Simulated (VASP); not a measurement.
## LaTe: single point with LDA

Crystal: LaTe.

```
La Te
1.0
     0.00000    3.21100    3.21100
     3.21100    0.00000    3.21100
     3.21100    3.21100    0.00000
La Te
1 1
Direct
  0.00000 0.00000 0.00000
  0.50000 0.50000 0.50000
```

* Program: VASP 6.6.1
* Task: single point
* Functional: LDA
* Potentials or basis: VASP PAW LDA potentials, release 64 (La, Te)
* Cutoff: 520 eV
* k mesh: 10 × 10 × 10
* Occupations: fermi-dirac, width 0.08 eV
* Spin: no spin polarisation
* Dipole correction: no
* Further INCAR settings: ALGO = Normal; EDIFF = 1e-06; NBANDS = 16

```json
{"Pressure": "-2.1 GPa"}
```

Levels at points of the mesh, in eV from the Fermi level:
```
           k point  band 5  band 6  band 7  band 8  band 9  band 10  band 11  band 12
(0.00, 0.00, 0.00)  -12.33   -2.28   -2.28   -2.28   -0.02    -0.02    -0.02     0.67
(0.50, 0.00, 0.00)  -11.20   -5.24   -3.88   -3.88    0.75     1.08     1.08     1.29
(0.50, 0.50, 0.00)  -11.99   -3.60   -2.68   -2.68   -1.61     1.17     1.18     1.25
```

It took 46 s on 1 thread of Intel(R) Xeon(R) Platinum 8488C (Sapphire Rapids), on a shared host, peak memory 0.22 GiB.

Caveat: spin-orbit coupling is left out, which moves the levels of the heavy elements.
